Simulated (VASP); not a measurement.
# BaTiO3 (P4/mmm) in VASP: single point with PBEsol

Aim: the single point of BaTiO3 with PBEsol.

Program: VASP 6.6.1. These are calculated values, not measurements. Logs are shortened: lines on timing, memory, paths and dates and some standing lists are left out, and cuts for length are marked.

### 1 The cell of the first run

Symmetry: P4/mmm, No. 123, tetragonal system. The conventional cell has a = 4.112 Å, b = 4.112 Å, c = 5.036 Å, α = 90.00°, β = 90.00°, γ = 90.00°. Ba (site symmetry 4/mmm) has 10 O at 2.52 to 3.25 Å within 3.3 Å. Within 2.7 Å of Ti (site symmetry 4/mmm) lie 4 O at 2.06 Å. Within 2.7 Å of O (site symmetry mmm) lie 2 Ti at 2.06 Å and 2 O at 2.06 Å. Within 2.7 Å of O (site symmetry 4/mmm) lie 4 O at 2.06 Å and 2 Ba at 2.52 Å.

### 2 Single point, PBEsol

INCAR

```
SYSTEM = BaTiO3
PREC = Accurate ; ENCUT = 600
EDIFF = 1E-6 ; ISMEAR = 0
SIGMA = 0.02 ; LREAL = .False.
LASPH = .True. ; NELM = 120
ALGO = Normal ; ISIF = 2
LWAVE = .False. ; LCHARG = .False.
GGA = PS ; NBANDS = 96
GGA_COMPAT = .False.
```

KPOINTS

```
Automatic mesh
0
Gamma
  1 1 2
  0 0 0
```

POSCAR

```
BaTiO3
1.0
    8.2249340000      0.0000000000      0.0000000000
    0.0000000000      8.2249340000      0.0000000000
    0.0000000000      0.0000000000      5.0356130000
Ba Ti O
4 4 12
Direct
    0.0000000000      0.0000000000      0.0000000000
    0.0000000000      0.5000000000      0.0000000000
    0.5000000000      0.0000000000      0.0000000000
    0.5000000000      0.5000000000      0.0000000000
    0.2500000000      0.2500000000      0.5000000000
    0.2500000000      0.7500000000      0.5000000000
    0.7500000000      0.2500000000      0.5000000000
    0.7500000000      0.7500000000      0.5000000000
    0.0000000000      0.2500000000      0.5000000000
    0.2500000000      0.0000000000      0.5000000000
    0.0000000000      0.0000000000      0.5000000000
    0.0000000000      0.7500000000      0.5000000000
    0.2500000000      0.5000000000      0.5000000000
    0.0000000000      0.5000000000      0.5000000000
    0.5000000000      0.2500000000      0.5000000000
    0.7500000000      0.0000000000      0.5000000000
    0.5000000000      0.0000000000      0.5000000000
    0.5000000000      0.7500000000      0.5000000000
    0.7500000000      0.5000000000      0.5000000000
    0.5000000000      0.5000000000      0.5000000000
```

Potentials or basis: VASP PAW PBE potentials, release 64 (Ba_sv, Ti_sv, O).

The run is started by

```
$ cat potpaw_PBE.64/Ba_sv/POTCAR potpaw_PBE.64/Ti_sv/POTCAR potpaw_PBE.64/O/POTCAR > POTCAR
$ mpirun -np 1 vasp_std > vasp.out
```

OUTCAR:

```text
SYSTEM = BaTiO3
   PREC = Accurate
   ENCUT = 600
   EDIFF = 1E-6
   ISMEAR = 0
   LREAL = .False.
   LASPH = .True.
   NELM = 120
   ISIF = 2
   GGA = PS

 ion  position               nearest neighbor table
   1  0.000  0.000  0.000-  11 2.52  11 2.52   9 3.25  12 3.25  16 3.25   9 3.25  10 3.25  10 3.25
                            12 3.25  16 3.25   2 4.11   3 4.11   2 4.11   3 4.11
   2  0.000  0.500  0.000-  14 2.52  14 2.52  13 3.25   9 3.25  19 3.25   9 3.25  12 3.25  13 3.25
                            12 3.25  19 3.25   1 4.11   4 4.11   1 4.11   4 4.11
   3  0.500  0.000  0.000-  17 2.52  17 2.52  16 3.25  10 3.25  18 3.25  10 3.25  15 3.25  16 3.25
                            15 3.25  18 3.25   1 4.11   4 4.11   4 4.11   1 4.11
   4  0.500  0.500  0.000-  20 2.52  20 2.52  18 3.25  19 3.25  13 3.25  13 3.25  15 3.25  18 3.25
                            19 3.25  15 3.25   2 4.11   3 4.11   3 4.11   2 4.11
   5  0.250  0.250  0.500-   9 2.06  10 2.06  13 2.06  15 2.06
   6  0.250  0.750  0.500-  10 2.06  12 2.06  13 2.06  18 2.06
   7  0.750  0.250  0.500-   9 2.06  15 2.06  16 2.06  19 2.06
   8  0.750  0.750  0.500-  12 2.06  16 2.06  18 2.06  19 2.06
   9  0.000  0.250  0.500-   5 2.06   7 2.06   1 3.25   2 3.25   1 3.25   2 3.25
  10  0.250  0.000  0.500-   5 2.06   6 2.06   1 3.25   3 3.25   1 3.25   3 3.25
  11  0.000  0.000  0.500-   1 2.52   1 2.52
  12  0.000  0.750  0.500-   6 2.06   8 2.06   1 3.25   2 3.25   1 3.25   2 3.25
  13  0.250  0.500  0.500-   5 2.06   6 2.06   2 3.25   4 3.25   2 3.25   4 3.25
  14  0.000  0.500  0.500-   2 2.52   2 2.52
  15  0.500  0.250  0.500-   5 2.06   7 2.06   3 3.25   4 3.25   3 3.25   4 3.25
  16  0.750  0.000  0.500-   7 2.06   8 2.06   1 3.25   3 3.25   1 3.25   3 3.25
  17  0.500  0.000  0.500-   3 2.52   3 2.52
  18  0.500  0.750  0.500-   6 2.06   8 2.06   3 3.25   4 3.25   3 3.25   4 3.25
  19  0.750  0.500  0.500-   7 2.06   8 2.06   2 3.25   4 3.25   2 3.25   4 3.25
  20  0.500  0.500  0.500-   4 2.52   4 2.52

  LATTYP: Found a simple tetragonal cell.
 ALAT       =     8.2249340000
 C/A-ratio  =     0.6122374964

  Lattice vectors:

 A1 = (   8.2249340000,   0.0000000000,   0.0000000000)
 A2 = (   0.0000000000,   8.2249340000,   0.0000000000)
 A3 = (   0.0000000000,   0.0000000000,   5.0356130000)

Analysis of symmetry for initial positions (statically):
=====================================================================
 Subroutine PRICEL returns following result:

  LATTYP: Found a simple tetragonal cell.
 ALAT       =     4.1124670000
 C/A-ratio  =     1.2244749927

  Lattice vectors:

 A1 = (   4.1124670000,   0.0000000000,   0.0000000000)
 A2 = (   0.0000000000,   4.1124670000,   0.0000000000)
 A3 = (   0.0000000000,   0.0000000000,   5.0356130000)

   4 primitive cells build up your supercell.

 Routine SETGRP: Setting up the symmetry group for a
 simple tetragonal supercell.

 Subroutine GETGRP returns: Found 16 space group operations
 (whereof 16 operations were pure point group operations)
 out of a pool of 16 trial point group operations.

The static configuration has the point symmetry D_4h.

Analysis of symmetry for dynamics (positions and initial velocities):
=====================================================================
 Subroutine PRICEL returns following result:

  LATTYP: Found a simple tetragonal cell.
 ALAT       =     4.1124670000
 C/A-ratio  =     1.2244749927

  Lattice vectors:

 A1 = (   4.1124670000,   0.0000000000,   0.0000000000)
 A2 = (   0.0000000000,   4.1124670000,   0.0000000000)
 A3 = (   0.0000000000,   0.0000000000,   5.0356130000)

   4 primitive cells build up your supercell.

 Routine SETGRP: Setting up the symmetry group for a
 simple tetragonal supercell.

 Subroutine GETGRP returns: Found 16 space group operations
 (whereof 16 operations were pure point group operations)
 out of a pool of 16 trial point group operations.

The dynamic configuration has the point symmetry D_4h.

 Subroutine INISYM returns: Found 16 space group operations
 (whereof 16 operations are pure point group operations),
 and found     4 'primitive' translations

----------------------------------------------------------------------------------------

                                     Primitive cell

  volume of cell :      85.1642

  direct lattice vectors                    reciprocal lattice vectors
     4.112467000  0.000000000  0.000000000     0.243163045  0.000000000  0.000000000
     0.000000000  4.112467000  0.000000000     0.000000000  0.243163045  0.000000000
     0.000000000  0.000000000  5.035613000     0.000000000  0.000000000  0.198585555

  length of vectors
     4.112467000  4.112467000  5.035613000     0.243163045  0.243163045  0.198585555

  position of ions in fractional coordinates (direct lattice)
     0.000000000  0.000000000  0.000000000
     0.500000000  0.500000000  0.500000000
     0.000000000  0.500000000  0.500000000
     0.500000000  0.000000000  0.500000000
     0.000000000  0.000000000  0.500000000

  ion indices of the primitive-cell ions
   primitive index   ion index
                 1           1
                 2           5
                 3           9
                 4          10
                 5          11

----------------------------------------------------------------------------------------

 KPOINTS: Automatic mesh

Automatic generation of k-mesh.
 Grid dimensions read from file:
 generate k-points for:    1    1    2

 Generating k-lattice:

  Cartesian coordinates                     Fractional coordinates (reciprocal lattice)
     0.121581523  0.000000000  0.000000000     1.000000000  0.000000000  0.000000000
     0.000000000  0.121581523  0.000000000     0.000000000  1.000000000  0.000000000
     0.000000000  0.000000000  0.099292777     0.000000000  0.000000000  0.500000000

  Length of vectors
     0.121581523  0.121581523  0.099292777

  Shift w.r.t. Gamma in fractional coordinates (k-lattice)
     0.000000000  0.000000000  0.000000000

 Subroutine IBZKPT returns following result:
 ===========================================

 Found      2 irreducible k-points:

 Following reciprocal coordinates:
            Coordinates               Weight
  0.000000  0.000000  0.000000      1.000000
  0.000000  0.000000  0.500000      1.000000
   k-points           NKPTS =      2   k-points in BZ     NKDIM =      2   number of bands    NBANDS=     96
   number of dos      NEDOS =    301   number of ions     NIONS =     20
   total plane-waves  NPLWV = 196000
   dimension x,y,z NGX =    70 NGY =   70 NGZ =   40
   dimension x,y,z NGXF=   140 NGYF=  140 NGZF=   80
   ions per type =               4   4  12
   NGX,Y,Z   is equivalent  to a cutoff of  14.15, 14.15, 13.21 a.u.
   NGXF,Y,Z  is equivalent  to a cutoff of  28.30, 28.30, 26.41 a.u.
 SYSTEM =  BaTiO3
   PREC   = accura    normal or accurate (medium, high low for compatibility)
   ISTART =      0    job   : 0-new  1-cont  2-samecut
   ICHARG =      2    charge: 1-file 2-atom 10-const
   ISPIN  =      1    spin polarized calculation?
   LNONCOLLINEAR =      F non collinear calculations
   LSORBIT =      F    spin-orbit coupling
   LASPH  =      T    aspherical Exc in radial PAW
   ENCUT  =  600.0 eV  44.10 Ry    6.64 a.u.  16.43 16.43 10.06*2*pi/ulx,y,z
   NELM   =    120;   NELMIN=  2; NELMDL= -5     # of ELM steps
   EDIFF  = 0.1E-05   stopping-criterion for ELM
   LREAL  =      F    real-space projection
   EDIFFG = 0.1E-04   stopping-criterion for IOM
   NSW    =      0    number of steps for IOM
   IBRION =     -1    ionic relax: 0-MD 1-quasi-New 2-CG
   NFREE  =      0    steps in history (QN), initial steepest desc. (CG)
   ISIF   =      2    stress and relaxation
   ISYM   =      2    0-nonsym 1-usesym 2-fastsym
   POTIM  = 0.5000    time-step for ionic-motion
   TEBEG  =    0.0;   TEEND  =   0.0 temperature during run
   PSTRESS=    0.0 pullay stress
   NELECT =     160.0000    total number of electrons
   NUPDOWN=      -1.0000    fix difference up-down
   EMIN   =  10.00;   EMAX   =-10.00  energy-range for DOS
   EFERMI =   0.00;   METHOD = LEGACY
   ISMEAR =     0;   SIGMA  =   0.02  broadening in eV -4-tet -1-fermi 0-gaus
   EFERMI_NEDOS =   21; number of points for ismear=-14 and -15
   IALGO  =     38    algorithm
   IMIX   =      4    mixing-type and parameters
     AMIX     =   0.40;   BMIX     =  1.00
     AMIX_MAG =   1.60;   BMIX_MAG =  1.00
  volume/ion in A,a.u.               =      17.03       114.94
  Fermi-wavevector in a.u.,A,eV,Ry     =   1.272553  2.404776 22.033142  1.619390
  Thomas-Fermi vector in A             =   2.405425
   LORBIT       =      0    0 simple, 1 ext, 2 COOP (PROOUT), +10 PAW based schemes
   GGA     = PS    functional components
   LHFCALC =     F    Hartree Fock is set to
   AEXX    =    0.0000 exact exchange contribution
   IVDW    =     0    specifies the selected vdW correction
   LEPSILON=     F    determine dielectric tensor
   LRPA    =     F    only Hartree local field effects (RPA)
 non-spin polarized calculation
 Gauss-broadening in eV      SIGMA  =   0.02
  energy-cutoff  :      600.00
  volume of cell :      340.66
 maximum number of plane-waves:     11396
 NGX is ok and might be reduce to    70
   NGX = 33   NGY = 33   NGZ = 21

 number of electron     160.0000014 magnetization

 Free energy of the ion-electron system (eV)
  ---------------------------------------------------
  ext. energy  EPLUGINS =         0.00000000
  ---------------------------------------------------
  free energy    TOTEN  =      -132.24551360 eV

  energy without entropy =     -132.22943219  energy(sigma->0) =     -132.23747290

 E-fermi :   4.0794     XC(G=0): -10.0520

 val. band max:        3.9854068414   @ k =   0.0000   0.0000   0.5000
 cond. band min:       4.0832204633   @ k =   0.0000   0.0000   0.0000
 fundamental gap:      0.0978136220
 Fermi energy:         4.0793963941

 k-point     1 :       0.0000    0.0000    0.0000
  band No.  band energies     occupation
      1     -53.9253      2.00000
      2     -53.9246      2.00000
      3     -53.9246      2.00000
      4     -53.9239      2.00000
      5     -30.3850      2.00000
      6     -30.3850      2.00000
[... 84 lines left out ...]
     91       5.5861      0.00000
     92       5.5904      0.00000

 k-point     2 :       0.0000    0.0000    0.5000
  band No.  band energies     occupation
      1     -53.9253      2.00000
      2     -53.9246      2.00000
      3     -53.9246      2.00000
      4     -53.9239      2.00000
      5     -30.3848      2.00000
      6     -30.3848      2.00000
[... 84 lines left out ...]
     91       5.5268      0.00000
     92       5.5782      0.00000
 [bands above 92 left out]

------------------------ aborting loop because EDIFF is reached ----------------------------------------

  FORCE on cell =-STRESS in cart. coord.  units (eV):
  Direction    XX          YY          ZZ          XY          YZ          ZX
  --------------------------------------------------------------------------------------
  -------------------------------------------------------------------------------------
  Total      -10.3648032    -10.3648032    -13.8716419      0.0000000      0.0000000      0.0000000
  in kB      -48.7477363    -48.7477363    -65.2410980      0.0000000      0.0000000      0.0000000
  external PRESSURE =     -54.2455235 kB  Pullay stress =       0.0000000 kB

 VOLUME and BASIS-vectors are now :
 -----------------------------------------------------------------------------
  energy-cutoff  :      600.00
  volume of cell :      340.66
      direct lattice vectors                 reciprocal lattice vectors
     8.224934000  0.000000000  0.000000000     0.121581523  0.000000000  0.000000000
     0.000000000  8.224934000  0.000000000     0.000000000  0.121581523  0.000000000
     0.000000000  0.000000000  5.035613000     0.000000000  0.000000000  0.198585555

 POSITION                                       TOTAL-FORCE (eV/Angst)
 -----------------------------------------------------------------------------------
      0.00000      0.00000      0.00000         0.000000     -0.000000     -0.000000
      0.00000      4.11247      0.00000         0.000000     -0.000000     -0.000000
      4.11247      0.00000      0.00000        -0.000000     -0.000000     -0.000000
      4.11247      4.11247      0.00000         0.000000     -0.000000     -0.000000
      2.05623      2.05623      2.51781         0.000000     -0.000000     -0.000000
      2.05623      6.16870      2.51781         0.000000     -0.000000      0.000000
[... 12 lines left out ...]
      6.16870      4.11247      2.51781         0.000000      0.000000      0.000000
      4.11247      4.11247      2.51781        -0.000000     -0.000000     -0.000000
 -----------------------------------------------------------------------------------
    total drift:                                0.000000     -0.000000     -0.000000

  FREE ENERGIE OF THE ION-ELECTRON SYSTEM (eV)
  ---------------------------------------------------
  free  energy   TOTEN  =      -132.2455136027 eV

  energy  without entropy=     -132.2294321945  energy(sigma->0) =     -132.23747290
```

It took 8.8 min on 1 thread of Intel Xeon Platinum 8375C at 2.90GHz (Ice Lake), shared host; peak memory 0.5 GiB.

Results:

| Property | Result |
| --- | --- |
| Free energy | -132.2455 eV |
| Pressure | -5.4 GPa |
| Band gap on the k mesh | zero (bands 80 and 81 overlap by 0.01 eV) |

Caveat: the k points lie up to 0.76 Å⁻¹ apart; the PAW data sets were made with another functional, which shifts forces and pressure a little; spin-orbit coupling is left out, which moves the levels of the heavy elements.

The gap in the log of VASP goes by the Fermi energy; the results here count the filled bands.